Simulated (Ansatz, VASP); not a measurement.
**GaN: VASP beside Ansatz**

```xyz
2
Lattice="0.0000 1.9925 2.0523 1.9925 0.0000 2.0523 1.9925 1.9925 0.0000" Properties=species:S:1:pos:R:3 pbc="T T T"
Ga    1.9925    1.9925    2.0523
N     0.0000    0.0000    0.0000
```

Change from the starting cell: zz strain of +3 %.

Alike in both runs: task single point; functional PBEsol; k mesh 13 × 13 × 13; occupations fermi-dirac, width 0.02 eV; no spin polarisation.

|  | VASP | Ansatz |
| --- | --- | --- |
| version | VASP 6.6.1 | Ansatz 0.2.0 |
| potentials or method | VASP PAW PBE potentials, release 64 (Ga_d, N), cutoff 520 eV | all-electron LAPW, scalar-relativistic |

Ansatz gave:

```
gap on the k mesh at the Fermi level (eV)                     : 1.43
pressure (GPa)                                                : 46.1
traceless stress, the component that is largest in VASP (GPa) : -8.48
```

Question: Estimate VASP's values.

Answer: gap on the k mesh at the Fermi level (eV): 1.42; pressure (GPa): 46.7; traceless stress, the component that is largest in VASP (GPa): -8.35.

VASP's potentials were made for PBE, not for PBEsol. Both programs put the cell under a high pressure, so it lies far from rest at this level. Ansatz ran all-electron here, and VASP with PAW potentials.
